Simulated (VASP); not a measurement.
Write the native input for VASP 6.6.1 that does the following.

```
Task                   : single point
Functional             : revPBE
Potentials or basis    : VASP PAW PBE potentials, release 64 (Al, N)
Cutoff                 : 520 eV
k mesh                 : 10 × 10 × 10
Occupations            : gaussian, width 0.05 eV
Spin                   : no spin polarisation
Dipole correction      : no
Further INCAR settings : ALGO = Normal; EDIFF = 1e-07; NBANDS = 11
```

The structure of AlN lies in POSCAR:

```
AlN
1.0
    0.0000000000      2.0444952668      2.0444952668
    2.0444952668      0.0000000000      2.0444952668
    2.0444952668      2.0444952668      0.0000000000
Al N
1 1
Direct
    0.0000000000      0.0000000000      0.0000000000
    0.5000000000      0.5000000000      0.5000000000
```

One way to write it, as run:

INCAR

```
PREC = Accurate ; ENCUT = 520
EDIFF = 1E-7 ; ISMEAR = 0
SIGMA = 0.05 ; LREAL = False
LASPH = True ; NELM = 80
ALGO = Normal ; ISIF = 2
LWAVE = False ; LCHARG = False
GGA = RE ; NBANDS = 11
```

KPOINTS

```
Automatic mesh
0
Gamma
  10 10 10
```

Potentials or basis: VASP PAW PBE potentials, release 64 (Al, N).

Run with:

```console
$ cat potpaw_PBE.64/Al/POTCAR potpaw_PBE.64/N/POTCAR > POTCAR
$ mpirun -np 1 vasp_std > vasp.out
```

It gave:

| Property | Result |
| --- | --- |
| Pressure | -0.5 GPa |
| Band gap on the k mesh | 4.38 eV, indirect (least direct gap 5.22 eV) |

Caveat: the PAW data sets were made with another functional, which shifts forces and pressure a little.

Run time: 5.4 s on 1 thread of Intel Xeon 6975P-C, with other jobs on the host, peak memory 0.13 GiB.
